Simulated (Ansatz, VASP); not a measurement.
## Two plane-wave programs on SiC

```xyz
4
Lattice="3.0754 0.0000 0.0000 -1.5377 2.6633 0.0000 0.0000 0.0000 5.1996" Properties=species:S:1:pos:R:3 pbc="T T T"
Si    0.0000    1.7756    0.0031
Si    1.5377    0.8878    2.6029
C     0.0000    1.7756    1.9467
C     1.5377    0.8878    4.5465
```

Change from the starting cell: uniaxial_z strain +3.0%.

Alike in both runs: task single point; functional PBE; k mesh 12 × 12 × 6; occupations fermi-dirac, width 0.02 eV; no spin polarisation.

|  | VASP | Ansatz |
| --- | --- | --- |
| version | VASP 6.6.1 | Ansatz 0.2.0 |
| potentials or method | VASP PAW PBE potentials, release 64 (Si, C) | plane waves, PAW |
| plane-wave cutoff (eV) | 520 | 420 |
| valence electrons in the cell | 16 | 16 |

|  | VASP | Ansatz | Ansatz less VASP |
| --- | --- | --- | --- |
| gap on the k mesh at the Fermi level (eV) | 2.14 | 2.14 | +0.005 |
| pressure (GPa) | -2.7 | -2.6 | +0.04 |
| traceless stress, the component that is largest in VASP (GPa) | -9.60 | -9.56 | +0.037 |
| rms of the force components (eV/Å) | 0.019 | 0.019 | 0.0000 |

Atom by atom the forces differ by 0.000 eV/Å (rms over components). The functional is the same, so the differences come from potentials, cutoffs and numerics.
